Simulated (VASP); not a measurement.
# KRu (I4/mmm) in VASP: a series of runs

Runs on KRu. Level: PBE. Tasks: single point, relaxation of cell and atoms.

Program: VASP 6.6.1. These are calculated values, not measurements. Logs are shortened: lines on timing, memory, paths and dates and some standing lists are left out, and cuts for length are marked.

## (1) The cell of the first run

It takes space group I4/mmm (No. 139, tetragonal). The conventional cell has a = 4.674 Å, b = 4.674 Å, c = 5.102 Å, α = 90.00°, β = 90.00°, γ = 90.00°. K (site symmetry 4/mmm) has 6 Ru at 2.55 to 3.30 Å within 3.4 Å. Within 3.4 Å of Ru (site symmetry 4/mmm) lie 6 K at 2.55 to 3.30 Å.

The cell was built from a structure type or drawn by symmetry, and may not be a known phase.

## (2) Single point, PBE

INCAR

```
PREC = Accurate ; ENCUT = 520
EDIFF = 1E-7 ; ISMEAR = 0
SIGMA = 0.1 ; LREAL = False
LASPH = True ; NELM = 80
ALGO = Fast ; ISIF = 2
LWAVE = False ; LCHARG = True
GGA = PE ; LELF = True
LVHAR = True ; NBANDS = 18
```

KPOINTS

```
regular mesh
0
Gamma
  6 6 6
```

POSCAR

```
KRu
1.0
   -2.3368752700      2.3368752700      2.5510061700
    2.3368752700     -2.3368752700      2.5510061700
    2.3368752700      2.3368752700     -2.5510061700
K Ru
1 1
Direct
    0.5000000000      0.5000000000      0.0000000000
    0.0000000000      0.0000000000      0.0000000000
```

Potentials or basis: VASP PAW PBE potentials, release 64 (K_sv, Ru_pv).

Run with:

```sh
$ cat potpaw_PBE.64/K_sv/POTCAR potpaw_PBE.64/Ru_pv/POTCAR > POTCAR
$ mpirun -np 1 vasp_std > vasp.out
```

OUTCAR:

```text
PREC = Accurate
   ENCUT = 520
   EDIFF = 1E-7
   ISMEAR = 0
   LREAL = False
   LASPH = True
   NELM = 80
   ISIF = 2
   GGA = PE

 ion  position               nearest neighbor table
   1  0.500  0.500  0.000-   2 2.55   2 2.55   2 3.30   2 3.30   2 3.30   2 3.30
   2  0.000  0.000  0.000-   1 2.55   1 2.55   1 3.30   1 3.30   1 3.30   1 3.30

  LATTYP: Found a body centered tetragonal cell.
 ALAT       =     4.6737505400
 C/A-ratio  =     1.0916312919

  Lattice vectors:

 A1 = (  -2.3368752700,   2.3368752700,   2.5510061700)
 A2 = (   2.3368752700,  -2.3368752700,   2.5510061700)
 A3 = (   2.3368752700,   2.3368752700,  -2.5510061700)

Analysis of symmetry for initial positions (statically):
=====================================================================
 Subroutine PRICEL returns:
 Original cell was already a primitive cell.

 Routine SETGRP: Setting up the symmetry group for a
 body centered tetragonal supercell.

 Subroutine GETGRP returns: Found 16 space group operations
 (whereof 16 operations were pure point group operations)
 out of a pool of 16 trial point group operations.

The static configuration has the point symmetry D_4h.

Analysis of symmetry for dynamics (positions and initial velocities):
=====================================================================
 Subroutine PRICEL returns:
 Original cell was already a primitive cell.

 Routine SETGRP: Setting up the symmetry group for a
 body centered tetragonal supercell.

 Subroutine GETGRP returns: Found 16 space group operations
 (whereof 16 operations were pure point group operations)
 out of a pool of 16 trial point group operations.

The dynamic configuration has the point symmetry D_4h.

 Subroutine INISYM returns: Found 16 space group operations
 (whereof 16 operations are pure point group operations),
 and found     1 'primitive' translations

----------------------------------------------------------------------------------------

                                     Primitive cell

  volume of cell :      55.7240

  direct lattice vectors                    reciprocal lattice vectors
    -2.336875270  2.336875270  2.551006170     0.000000000  0.213960927  0.196001094
     2.336875270 -2.336875270  2.551006170     0.213960927  0.000000000  0.196001094
     2.336875270  2.336875270 -2.551006170     0.213960927  0.213960927  0.000000000

  length of vectors
     4.174877787  4.174877787  4.174877787     0.290164966  0.290164966  0.302586445

  position of ions in fractional coordinates (direct lattice)
     0.500000000  0.500000000  0.000000000
     0.000000000  0.000000000  0.000000000

  ion indices of the primitive-cell ions
   primitive index   ion index
                 1           1
                 2           2

----------------------------------------------------------------------------------------

 KPOINTS: regular mesh

Automatic generation of k-mesh.
 Grid dimensions read from file:
 generate k-points for:    6    6    6

 Generating k-lattice:

  Cartesian coordinates                     Fractional coordinates (reciprocal lattice)
     0.000000000  0.035660155  0.032666849     0.166666667  0.000000000 -0.000000000
     0.035660155  0.000000000  0.032666849     0.000000000  0.166666667 -0.000000000
     0.035660155  0.035660155  0.000000000     0.000000000  0.000000000  0.166666667

  Length of vectors
     0.048360828  0.048360828  0.050431074

  Shift w.r.t. Gamma in fractional coordinates (k-lattice)
     0.000000000  0.000000000  0.000000000

 Subroutine IBZKPT returns following result:
 ===========================================

 Found     30 irreducible k-points:

 Following reciprocal coordinates:
            Coordinates               Weight
  0.000000  0.000000  0.000000      1.000000
  0.166667  0.000000  0.000000      8.000000
  0.333333 -0.000000  0.000000      8.000000
  0.500000  0.000000  0.000000      4.000000
  0.166667  0.166667  0.000000      8.000000
  0.333333  0.166667  0.000000     16.000000
[... 16 lines left out ...]
 -0.333333 -0.333333  0.166667      8.000000
 -0.166667 -0.333333  0.166667      8.000000
 [... further k-points ...]
   k-points           NKPTS =     30   k-points in BZ     NKDIM =     30   number of bands    NBANDS=     18
   number of dos      NEDOS =    301   number of ions     NIONS =      2
   total plane-waves  NPLWV =  32768
   dimension x,y,z NGX =    32 NGY =   32 NGZ =   32
   dimension x,y,z NGXF=    64 NGYF=   64 NGZF=   64
   ions per type =               1   1
   NGX,Y,Z   is equivalent  to a cutoff of  12.74, 12.74, 12.74 a.u.
   NGXF,Y,Z  is equivalent  to a cutoff of  25.49, 25.49, 25.49 a.u.
 SYSTEM =  unknown system
   PREC   = accura    normal or accurate (medium, high low for compatibility)
   ISTART =      0    job   : 0-new  1-cont  2-samecut
   ICHARG =      2    charge: 1-file 2-atom 10-const
   ISPIN  =      1    spin polarized calculation?
   LNONCOLLINEAR =      F non collinear calculations
   LSORBIT =      F    spin-orbit coupling
   LASPH  =      T    aspherical Exc in radial PAW
   ENCUT  =  520.0 eV  38.22 Ry    6.18 a.u.   7.76  7.76  7.76*2*pi/ulx,y,z
   NELM   =     80;   NELMIN=  2; NELMDL= -5     # of ELM steps
   EDIFF  = 0.1E-06   stopping-criterion for ELM
   LREAL  =      F    real-space projection
   EDIFFG = 0.1E-05   stopping-criterion for IOM
   NSW    =      0    number of steps for IOM
   IBRION =     -1    ionic relax: 0-MD 1-quasi-New 2-CG
   NFREE  =      0    steps in history (QN), initial steepest desc. (CG)
   ISIF   =      2    stress and relaxation
   ISYM   =      2    0-nonsym 1-usesym 2-fastsym
   POTIM  = 0.5000    time-step for ionic-motion
   TEBEG  =    0.0;   TEEND  =   0.0 temperature during run
   PSTRESS=    0.0 pullay stress
   NELECT =      23.0000    total number of electrons
   NUPDOWN=      -1.0000    fix difference up-down
   EMIN   =  10.00;   EMAX   =-10.00  energy-range for DOS
   EFERMI =   0.00;   METHOD = LEGACY
   ISMEAR =     0;   SIGMA  =   0.10  broadening in eV -4-tet -1-fermi 0-gaus
   EFERMI_NEDOS =   21; number of points for ismear=-14 and -15
   IALGO  =     68    algorithm
   IMIX   =      4    mixing-type and parameters
     AMIX     =   0.40;   BMIX     =  1.00
     AMIX_MAG =   1.60;   BMIX_MAG =  1.00
  volume/ion in A,a.u.               =      27.86       188.02
  Fermi-wavevector in a.u.,A,eV,Ry     =   1.218905  2.303397 20.214582  1.485730
  Thomas-Fermi vector in A             =   2.354176
   LORBIT       =      0    0 simple, 1 ext, 2 COOP (PROOUT), +10 PAW based schemes
   GGA     = PE    functional components
   LHFCALC =     F    Hartree Fock is set to
   AEXX    =    0.0000 exact exchange contribution
   IVDW    =     0    specifies the selected vdW correction
   LEPSILON=     F    determine dielectric tensor
   LRPA    =     F    only Hartree local field effects (RPA)
 non-spin polarized calculation
 RMM-DIIS sequential band-by-band and
 Gauss-broadening in eV      SIGMA  =   0.10
  energy-cutoff  :      520.00
  volume of cell :       55.72
 maximum number of plane-waves:      1521
   NGX = 15   NGY = 15   NGZ = 15

 number of electron      23.0000004 magnetization

 Free energy of the ion-electron system (eV)
  ---------------------------------------------------
  ext. energy  EPLUGINS =         0.00000000
  ---------------------------------------------------
  free energy    TOTEN  =        -4.61231021 eV

  energy without entropy =       -4.56199381  energy(sigma->0) =       -4.58715201

 E-fermi :   2.3214     XC(G=0):  -9.1103

 val. band max:        2.3206609306   @ k =  -0.3333   0.3333   0.0000
 cond. band min:       2.3225469624   @ k =  -0.1667   0.1667   0.1667
 fundamental gap:      0.0018860318
 Fermi energy:         2.3214167081

 k-point     1 :       0.0000    0.0000    0.0000
  band No.  band energies     occupation
      1     -38.8355      2.00000
      2     -38.6992      2.00000
      3     -38.6992      2.00000
      4     -27.5056      2.00000
      5     -11.2614      2.00000
      6     -10.8584      2.00000
[... 10 lines left out ...]
     17      10.4883      0.00000
     18      11.5317      0.00000

 k-point     2 :       0.1667    0.0000    0.0000
  band No.  band energies     occupation
      1     -38.8371      2.00000
      2     -38.6999      2.00000
      3     -38.6997      2.00000
      4     -27.4926      2.00000
      5     -11.3578      2.00000
      6     -10.8940      2.00000
[... 10 lines left out ...]
     17      10.5530      0.00000
     18      10.5684      0.00000

 k-point     3 :       0.3333   -0.0000    0.0000
  band No.  band energies     occupation
      1     -38.8402      2.00000
      2     -38.7010      2.00000
      3     -38.7005      2.00000
      4     -27.4665      2.00000
      5     -11.5484      2.00000
      6     -10.9572      2.00000
[... 10 lines left out ...]
     17      10.0393      0.00000
     18      10.8775      0.00000

 k-point     4 :       0.5000    0.0000    0.0000
  band No.  band energies     occupation
      1     -38.8418      2.00000
      2     -38.7016      2.00000
      3     -38.7010      2.00000
      4     -27.4534      2.00000
      5     -11.6414      2.00000
      6     -10.9863      2.00000
[... 375 lines left out ...]
      4     -27.4593      2.00000
      5     -11.5855      2.00000
      6     -10.9900      2.00000
[... 10 lines left out ...]
     17       9.5980      0.00000
     18      11.2913      0.00000

 k-point    23 :      -0.3333   -0.3333    0.1667
  band No.  band energies     occupation
      1     -38.8416      2.00000
      2     -38.7021      2.00000
      3     -38.7016      2.00000
      4     -27.4581      2.00000
      5     -11.5909      2.00000
      6     -10.9861      2.00000
[... 10 lines left out ...]
     17       8.9740      0.00000
     18      11.3229      0.00000

 k-point    24 :      -0.1667   -0.3333    0.1667
  band No.  band energies     occupation
      1     -38.8417      2.00000
      2     -38.7012      2.00000
      3     -38.7010      2.00000
      4     -27.4551      2.00000
      5     -11.6336      2.00000
      6     -10.9530      2.00000
[... 10 lines left out ...]
     17       8.9150      0.00000
     18      10.9402      0.00000

 [... further k-points ...]

------------------------ aborting loop because EDIFF is reached ----------------------------------------

  FORCE on cell =-STRESS in cart. coord.  units (eV):
  Direction    XX          YY          ZZ          XY          YZ          ZX
  --------------------------------------------------------------------------------------
  -------------------------------------------------------------------------------------
  Total       -0.5919452     -0.5919452      2.9065343      0.0000000      0.0000000      0.0000000
  in kB      -17.0196058    -17.0196058     83.5686670      0.0000000      0.0000000      0.0000000
  external PRESSURE =      16.5098185 kB  Pullay stress =       0.0000000 kB

 VOLUME and BASIS-vectors are now :
 -----------------------------------------------------------------------------
  energy-cutoff  :      520.00
  volume of cell :       55.72
      direct lattice vectors                 reciprocal lattice vectors
    -2.336875270  2.336875270  2.551006170     0.000000000  0.213960927  0.196001094
     2.336875270 -2.336875270  2.551006170     0.213960927  0.000000000  0.196001094
     2.336875270  2.336875270 -2.551006170     0.213960927  0.213960927  0.000000000

 POSITION                                       TOTAL-FORCE (eV/Angst)
 -----------------------------------------------------------------------------------
      0.00000      0.00000      2.55101        -0.000000      0.000000     -0.000000
      0.00000      0.00000      0.00000         0.000000      0.000000      0.000000
 -----------------------------------------------------------------------------------
    total drift:                               -0.000000      0.000000     -0.000000

  FREE ENERGIE OF THE ION-ELECTRON SYSTEM (eV)
  ---------------------------------------------------
  free  energy   TOTEN  =        -4.6123102127 eV

  energy  without entropy=       -4.5619938149  energy(sigma->0) =       -4.58715201
```

Run time: 58 s. Hardware: 1 thread of Intel Xeon 8259CL, shared host; peak memory 0.19 GiB.

Results:

```
Free energy            : -4.6123 eV
Pressure               : 1.7 GPa
Band gap on the k mesh : zero (an odd number of electrons rules out a gap without spin polarisation)
```

Levels at points of the mesh, in eV from the Fermi level:
| k point | band 10 | band 11 | band 12 | band 13 | band 14 | band 15 |
| --- | --- | --- | --- | --- | --- | --- |
| (0.00, 0.00, 0.00) | -1.07 | -0.83 | -0.67 | -0.10 | 7.64 | 8.07 |
| (0.50, 0.00, 0.00) | -0.05 | 0.15 | 0.26 | 0.95 | 2.04 | 3.99 |
| (0.50, 0.50, 0.00) | -0.68 | -0.04 | 0.07 | 1.05 | 1.67 | 6.90 |
| (0.50, 0.50, 0.50) | -0.13 | -0.13 | 0.07 | 1.35 | 4.01 | 4.86 |

## (3) Relaxation of cell and atoms, PBE

INCAR

```
SYSTEM = KRu
ALGO     = Fast           ! electronic algorithm
EDIFF    = 1E-6           ! SCF threshold, eV
EDIFFG   = -0.04          ! ionic threshold
ENCUT    = 600            ! plane-wave cutoff, eV
GGA      = PE             ! functional
IBRION   = 2              ! ionic algorithm
ISIF     = 3              ! what is computed and relaxed
ISMEAR   = 0              ! smearing method
LASPH    = .True.         ! aspherical terms in the spheres
LCHARG   = .False.        ! write CHGCAR
LREAL    = .False.        ! projectors in reciprocal space
LWAVE    = .False.        ! write WAVECAR
NELM     = 60             ! most SCF steps
NSW      = 90             ! ionic steps
PREC     = Accurate       ! precision mode
SIGMA    = 0.1            ! smearing width, eV
```

KPOINTS

```
k-points
0
Gamma
  6 6 6
  0 0 0
```

POSCAR is that of step 2.

Potentials or basis: VASP PAW PBE potentials, release 64 (K_sv, Ru_pv).

Run with:

```sh
$ cat potpaw_PBE.64/K_sv/POTCAR potpaw_PBE.64/Ru_pv/POTCAR > POTCAR
$ mpirun -np 1 vasp_std > vasp.out
```

Run time: 8 min. Hardware: 1 thread of Intel Xeon 8259CL, shared host; peak memory 0.24 GiB.

The run converged. Its results:

| Property | Result |
| --- | --- |
| Free energy | -4.9717 eV |
| Relaxed volume | 28.95 Å³/atom |
| Relaxed cell | a = 4.344 Å, b = 4.344 Å, c = 4.344 Å, α = 120.06°, β = 120.06°, γ = 89.90° |
| Space group after relaxing (to 0.1 Å) | Fm-3m (No. 225) |
| Energy gained by relaxing | 179.7 meV/atom |
| Ionic steps | 9 |
| Pressure after relaxing | 0.0 GPa |
| Band gap on the k mesh | zero (an odd number of electrons rules out a gap without spin polarisation) |

Stress tensor (GPa, compression positive):
```
 0.03  0.00  0.00
 0.00  0.03  0.00
 0.00  0.00 -0.11
```

The path:
```
step  energy change (eV)  largest force (eV/Å)  pressure (GPa)  volume (Å³)
   1              0.0000                0.0000            1.64        55.72
   2             -0.1838                0.0000            0.57        57.92
   3             -0.3241                0.0000           -1.20        63.35
   4             -0.3454                0.0000           -0.98        62.04
   5             -0.3454                0.0000           -0.93        61.86
   6             -0.3564                0.0000           -0.60        59.77
   7             -0.3580                0.0000            0.13        57.42
   8             -0.3589                0.0000           -0.12        58.22
   9             -0.3594                0.0000           -0.01        57.89
```

Final structure:
```
CELL_PARAMETERS angstrom
-2.16984 2.16984 3.07413
2.16984 -2.16984 3.07413
2.16984 2.16984 -3.07413
ATOMIC_POSITIONS crystal
K 0.50000 0.50000 0.00000
Ru 0.00000 0.00000 0.00000
```

Levels at points of the mesh, in eV from the Fermi level:
```csv
k point,band 8,band 9,band 10,band 11,band 12,band 13,band 14,band 15
"(0.00, 0.00, 0.00)",-2.69,-0.61,-0.60,-0.60,-0.54,-0.54,7.46,7.46
"(0.50, 0.00, 0.00)",-0.88,-0.24,-0.23,0.14,0.14,0.83,1.42,4.87
"(0.50, 0.50, 0.00)",-1.19,-0.73,-0.25,0.18,0.18,0.85,2.16,5.93
"(0.50, 0.50, 0.50)",-1.20,-0.73,-0.26,0.18,0.18,0.85,2.15,5.94
```
